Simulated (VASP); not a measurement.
# W (Im-3m) in VASP: single point with PBE

Aim: the single point of W with PBE.

Everything below comes from runs of VASP 6.6.1. Logs are shortened: lines on timing, memory, paths and dates and some standing lists are left out, and cuts for length are marked.

### Step 1. The cell of the first run

The structure is cubic, space group Im-3m (No. 229). The conventional cell has a = 3.184 Å, b = 3.184 Å, c = 3.184 Å, α = 90.00°, β = 90.00°, γ = 90.00°. Within 3.6 Å of W (site symmetry m-3m) lie 14 W at 2.76 to 3.18 Å.

### Step 2. Single point, PBE

INCAR

```
  ALGO = Normal
  EDIFF = 1E-7
  ENCUT = 520
  GGA = PE
  ISIF = 2
  ISMEAR = 1
  LASPH = T
  LCHARG = T
  LELF = T
  LREAL = Auto
  LVHAR = T
  LWAVE = F
  NBANDS = 126
  NELM = 60
  PREC = Accurate
  SIGMA = 0.1
```

KPOINTS

```
k-points
0
Gamma
  3 3 3
```

POSCAR

```
W
1.0
    6.3684112237      0.0000000000      0.0000000000
    0.0000000000      6.3684112237      0.0000000000
    0.0000000000      0.0000000000      6.3684112237
W
16
Direct
    0.0000000000      0.0000000000      0.0000000000
    0.2500000000      0.2500000000      0.2500000000
    0.0000000000      0.0000000000      0.5000000000
    0.2500000000      0.2500000000      0.7500000000
    0.0000000000      0.5000000000      0.0000000000
    0.2500000000      0.7500000000      0.2500000000
    0.0000000000      0.5000000000      0.5000000000
    0.2500000000      0.7500000000      0.7500000000
    0.5000000000      0.0000000000      0.0000000000
    0.7500000000      0.2500000000      0.2500000000
    0.5000000000      0.0000000000      0.5000000000
    0.7500000000      0.2500000000      0.7500000000
    0.5000000000      0.5000000000      0.0000000000
    0.7500000000      0.7500000000      0.2500000000
    0.5000000000      0.5000000000      0.5000000000
    0.7500000000      0.7500000000      0.7500000000
```

Potentials or basis: VASP PAW PBE potentials, release 64 (W_sv).

Run with:

```console
cat potpaw_PBE.64/W_sv/POTCAR > POTCAR
mpirun -np 1 vasp_std > vasp.out
```

OUTCAR:

```text
EDIFF = 1E-7
   ENCUT = 520
   GGA = PE
   ISIF = 2
   ISMEAR = 1
   LASPH = T
   LREAL = Auto
   NELM = 60
   PREC = Accurate

 ion  position               nearest neighbor table
   1  0.000  0.000  0.000-   2 2.76   4 2.76   6 2.76   8 2.76  10 2.76  12 2.76  14 2.76  16 2.76
                             5 3.18   9 3.18   3 3.18   3 3.18   5 3.18   9 3.18
   2  0.250  0.250  0.250-   1 2.76   3 2.76   5 2.76   7 2.76   9 2.76  11 2.76  13 2.76  15 2.76
                             4 3.18   6 3.18  10 3.18   4 3.18   6 3.18  10 3.18
   3  0.000  0.000  0.500-   2 2.76   4 2.76   6 2.76   8 2.76  10 2.76  12 2.76  14 2.76  16 2.76
                             1 3.18   7 3.18  11 3.18   1 3.18   7 3.18  11 3.18
   4  0.250  0.250  0.750-   1 2.76   3 2.76   5 2.76   7 2.76   9 2.76  11 2.76  13 2.76  15 2.76
                            12 3.18   2 3.18   8 3.18   2 3.18   8 3.18  12 3.18
   5  0.000  0.500  0.000-   2 2.76   4 2.76   6 2.76   8 2.76  10 2.76  12 2.76  14 2.76  16 2.76
                            13 3.18   7 3.18   1 3.18   7 3.18   1 3.18  13 3.18
   6  0.250  0.750  0.250-   1 2.76   3 2.76   5 2.76   7 2.76   9 2.76  11 2.76  13 2.76  15 2.76
                             2 3.18  14 3.18   8 3.18   8 3.18   2 3.18  14 3.18
   7  0.000  0.500  0.500-   2 2.76   4 2.76   6 2.76   8 2.76  10 2.76  12 2.76  14 2.76  16 2.76
                             3 3.18  15 3.18   5 3.18   5 3.18   3 3.18  15 3.18
   8  0.250  0.750  0.750-   1 2.76   3 2.76   5 2.76   7 2.76   9 2.76  11 2.76  13 2.76  15 2.76
                             6 3.18   4 3.18  16 3.18   6 3.18   4 3.18  16 3.18
   9  0.500  0.000  0.000-   2 2.76   4 2.76   6 2.76   8 2.76  10 2.76  12 2.76  14 2.76  16 2.76
                            13 3.18  11 3.18   1 3.18  11 3.18  13 3.18   1 3.18
  10  0.750  0.250  0.250-   1 2.76   3 2.76   5 2.76   7 2.76   9 2.76  11 2.76  13 2.76  15 2.76
                             2 3.18  14 3.18  12 3.18  12 3.18  14 3.18   2 3.18
  11  0.500  0.000  0.500-   2 2.76   4 2.76   6 2.76   8 2.76  10 2.76  12 2.76  14 2.76  16 2.76
                             3 3.18  15 3.18   9 3.18   9 3.18  15 3.18   3 3.18
  12  0.750  0.250  0.750-   1 2.76   3 2.76   5 2.76   7 2.76   9 2.76  11 2.76  13 2.76  15 2.76
                            10 3.18   4 3.18  16 3.18  10 3.18  16 3.18   4 3.18
  13  0.500  0.500  0.000-   2 2.76   4 2.76   6 2.76   8 2.76  10 2.76  12 2.76  14 2.76  16 2.76
                             5 3.18  15 3.18   9 3.18  15 3.18   9 3.18   5 3.18
  14  0.750  0.750  0.250-   1 2.76   3 2.76   5 2.76   7 2.76   9 2.76  11 2.76  13 2.76  15 2.76
                            10 3.18   6 3.18  16 3.18  16 3.18  10 3.18   6 3.18
  15  0.500  0.500  0.500-   2 2.76   4 2.76   6 2.76   8 2.76  10 2.76  12 2.76  14 2.76  16 2.76
                            13 3.18  11 3.18   7 3.18  13 3.18  11 3.18   7 3.18
  16  0.750  0.750  0.750-   1 2.76   3 2.76   5 2.76   7 2.76   9 2.76  11 2.76  13 2.76  15 2.76
                             8 3.18  14 3.18  12 3.18  14 3.18  12 3.18   8 3.18

  LATTYP: Found a simple cubic cell.
 ALAT       =     6.3684112237

  Lattice vectors:

 A1 = (   6.3684112237,   0.0000000000,   0.0000000000)
 A2 = (   0.0000000000,   6.3684112237,   0.0000000000)
 A3 = (   0.0000000000,   0.0000000000,   6.3684112237)

Analysis of symmetry for initial positions (statically):
=====================================================================
 Subroutine PRICEL returns following result:

  LATTYP: Found a body centered cubic cell.
 ALAT       =     3.1842056119

  Lattice vectors:

 A1 = (   1.5921028059,   1.5921028059,  -1.5921028059)
 A2 = (  -1.5921028059,   1.5921028059,   1.5921028059)
 A3 = (   1.5921028059,  -1.5921028059,   1.5921028059)

  16 primitive cells build up your supercell.

 Routine SETGRP: Setting up the symmetry group for a
 simple cubic supercell.

 Subroutine GETGRP returns: Found 48 space group operations
 (whereof 48 operations were pure point group operations)
 out of a pool of 48 trial point group operations.

The static configuration has the point symmetry O_h .

Analysis of symmetry for dynamics (positions and initial velocities):
=====================================================================
 Subroutine PRICEL returns following result:

  LATTYP: Found a body centered cubic cell.
 ALAT       =     3.1842056119

  Lattice vectors:

 A1 = (   1.5921028059,   1.5921028059,  -1.5921028059)
 A2 = (  -1.5921028059,   1.5921028059,   1.5921028059)
 A3 = (   1.5921028059,  -1.5921028059,   1.5921028059)

  16 primitive cells build up your supercell.

[... 35 lines left out ...]

 KPOINTS: k-points

Automatic generation of k-mesh.
 Grid dimensions read from file:
 generate k-points for:    3    3    3

 Generating k-lattice:

  Cartesian coordinates                     Fractional coordinates (reciprocal lattice)
     0.052341679  0.000000000  0.000000000     0.333333333  0.000000000  0.000000000
     0.000000000  0.052341679  0.000000000     0.000000000  0.333333333  0.000000000
     0.000000000  0.000000000  0.052341679     0.000000000  0.000000000  0.333333333

  Length of vectors
     0.052341679  0.052341679  0.052341679

  Shift w.r.t. Gamma in fractional coordinates (k-lattice)
     0.000000000  0.000000000  0.000000000

 Subroutine IBZKPT returns following result:
 ===========================================

 Found      4 irreducible k-points:

 Following reciprocal coordinates:
            Coordinates               Weight
  0.000000  0.000000  0.000000      1.000000
  0.333333  0.000000  0.000000      6.000000
  0.333333  0.333333  0.000000     12.000000
  0.333333  0.333333  0.333333      8.000000
   k-points           NKPTS =      4   k-points in BZ     NKDIM =      4   number of bands    NBANDS=    126
   number of dos      NEDOS =    301   number of ions     NIONS =     16
   total plane-waves  NPLWV = 110592
   dimension x,y,z NGX =    48 NGY =   48 NGZ =   48
   dimension x,y,z NGXF=    96 NGYF=   96 NGZF=   96
   ions per type =              16
   NGX,Y,Z   is equivalent  to a cutoff of  12.53, 12.53, 12.53 a.u.
   NGXF,Y,Z  is equivalent  to a cutoff of  25.06, 25.06, 25.06 a.u.
 SYSTEM =  unknown system
   PREC   = accura    normal or accurate (medium, high low for compatibility)
   ISTART =      0    job   : 0-new  1-cont  2-samecut
   ICHARG =      2    charge: 1-file 2-atom 10-const
   ISPIN  =      1    spin polarized calculation?
   LNONCOLLINEAR =      F non collinear calculations
   LSORBIT =      F    spin-orbit coupling
   LASPH  =      T    aspherical Exc in radial PAW
   ENCUT  =  520.0 eV  38.22 Ry    6.18 a.u.  11.84 11.84 11.84*2*pi/ulx,y,z
   NELM   =     60;   NELMIN=  2; NELMDL= -5     # of ELM steps
   EDIFF  = 0.1E-06   stopping-criterion for ELM
   LREAL  =      T    real-space projection
   EDIFFG = 0.1E-05   stopping-criterion for IOM
   NSW    =      0    number of steps for IOM
   IBRION =     -1    ionic relax: 0-MD 1-quasi-New 2-CG
   NFREE  =      0    steps in history (QN), initial steepest desc. (CG)
   ISIF   =      2    stress and relaxation
   ISYM   =      2    0-nonsym 1-usesym 2-fastsym
   POTIM  = 0.5000    time-step for ionic-motion
   TEBEG  =    0.0;   TEEND  =   0.0 temperature during run
   PSTRESS=    0.0 pullay stress
   NELECT =     224.0000    total number of electrons
   NUPDOWN=      -1.0000    fix difference up-down
   EMIN   =  10.00;   EMAX   =-10.00  energy-range for DOS
   EFERMI =   0.00;   METHOD = LEGACY
   ISMEAR =     1;   SIGMA  =   0.10  broadening in eV -4-tet -1-fermi 0-gaus
   EFERMI_NEDOS =   21; number of points for ismear=-14 and -15
   IALGO  =     38    algorithm
   IMIX   =      4    mixing-type and parameters
     AMIX     =   0.40;   BMIX     =  1.00
     AMIX_MAG =   1.60;   BMIX_MAG =  1.00
  volume/ion in A,a.u.               =      16.14       108.94
  Fermi-wavevector in a.u.,A,eV,Ry     =   1.561204  2.950248 33.162281  2.437359
  Thomas-Fermi vector in A             =   2.664304
   LORBIT       =      0    0 simple, 1 ext, 2 COOP (PROOUT), +10 PAW based schemes
   GGA     = PE    functional components
   LHFCALC =     F    Hartree Fock is set to
   AEXX    =    0.0000 exact exchange contribution
   IVDW    =     0    specifies the selected vdW correction
   LEPSILON=     F    determine dielectric tensor
   LRPA    =     F    only Hartree local field effects (RPA)
 non-spin polarized calculation
 Methfessel and Paxton  Order N= 1 SIGMA  =   0.10
  energy-cutoff  :      520.00
  volume of cell :      258.28
 maximum number of plane-waves:      6979
 NGX is ok and might be reduce to    48
   NGX = 23   NGY = 23   NGZ = 23

 number of electron     223.9999948 magnetization

 Free energy of the ion-electron system (eV)
  ---------------------------------------------------
  ext. energy  EPLUGINS =         0.00000000
  ---------------------------------------------------
  free energy    TOTEN  =      -207.48644674 eV

  energy without entropy =     -207.47870798  energy(sigma->0) =     -207.48386715

 E-fermi :  11.2360     XC(G=0): -13.5363

 val. band max:       11.2302529481   @ k =   0.3333   0.3333   0.0000
 cond. band min:      11.4206844988   @ k =   0.3333   0.3333   0.0000
 fundamental gap:      0.1904315507
 Fermi energy:        11.2359687540

 k-point     1 :       0.0000    0.0000    0.0000
  band No.  band energies     occupation
      1     -63.0133      2.00000
      2     -62.8977      2.00000
      3     -62.8977      2.00000
      4     -62.8977      2.00000
      5     -62.8977      2.00000
      6     -62.8977      2.00000
[... 497 lines left out ...]
    123      13.1457     -0.00000
    124      13.1467     -0.00000
 [bands above 124 left out]

------------------------ aborting loop because EDIFF is reached ----------------------------------------

  FORCE on cell =-STRESS in cart. coord.  units (eV):
  Direction    XX          YY          ZZ          XY          YZ          ZX
  --------------------------------------------------------------------------------------
  -------------------------------------------------------------------------------------
  Total       -0.0887521     -0.0887521     -0.0887521      0.0000000     -0.0000000      0.0000000
  in kB       -0.5505490     -0.5505490     -0.5505490      0.0000000     -0.0000000      0.0000000
  external PRESSURE =      -0.5505490 kB  Pullay stress =       0.0000000 kB

 VOLUME and BASIS-vectors are now :
 -----------------------------------------------------------------------------
  energy-cutoff  :      520.00
  volume of cell :      258.28
      direct lattice vectors                 reciprocal lattice vectors
     6.368411224  0.000000000  0.000000000     0.157025036  0.000000000  0.000000000
     0.000000000  6.368411224  0.000000000     0.000000000  0.157025036  0.000000000
     0.000000000  0.000000000  6.368411224     0.000000000  0.000000000  0.157025036

 POSITION                                       TOTAL-FORCE (eV/Angst)
 -----------------------------------------------------------------------------------
      0.00000      0.00000      0.00000        -0.000000      0.000000      0.000000
      1.59210      1.59210      1.59210         0.000000      0.000000     -0.000000
      0.00000      0.00000      3.18421         0.000000      0.000000     -0.000000
      1.59210      1.59210      4.77631         0.000000      0.000000     -0.000000
      0.00000      3.18421      0.00000         0.000000      0.000000     -0.000000
      1.59210      4.77631      1.59210         0.000000      0.000000      0.000000
[... 8 lines left out ...]
      3.18421      3.18421      3.18421         0.000000     -0.000000     -0.000000
      4.77631      4.77631      4.77631        -0.000000     -0.000000     -0.000000
 -----------------------------------------------------------------------------------
    total drift:                                0.000000      0.000000      0.000000

  FREE ENERGIE OF THE ION-ELECTRON SYSTEM (eV)
  ---------------------------------------------------
  free  energy   TOTEN  =      -207.4864467403 eV

  energy  without entropy=     -207.4787079802  energy(sigma->0) =     -207.48386715
```

Run time: 2.3 min. Hardware: 1 thread of AMD EPYC 9R45 (Zen 5), shared host; peak memory 0.33 GiB.

Results:

- Free energy: -207.4864 eV
- Pressure: -0.1 GPa
- Band gap on the k mesh: zero (band 112 reaches 11.23 eV, above the bottom of band 113 at 11.17 eV)

Levels at points of the mesh, in eV from the Fermi level:
| k point | band 108 | band 109 | band 110 | band 111 | band 112 | band 113 | band 114 | band 115 | band 116 | band 117 |
| --- | --- | --- | --- | --- | --- | --- | --- | --- | --- | --- |
| (0.00, 0.00, 0.00) | -0.57 | -0.57 | -0.57 | -0.57 | -0.57 | 0.56 | 0.56 | 0.56 | 0.56 | 0.56 |

Caveat: spin-orbit coupling is left out, which moves the levels of the heavy elements.
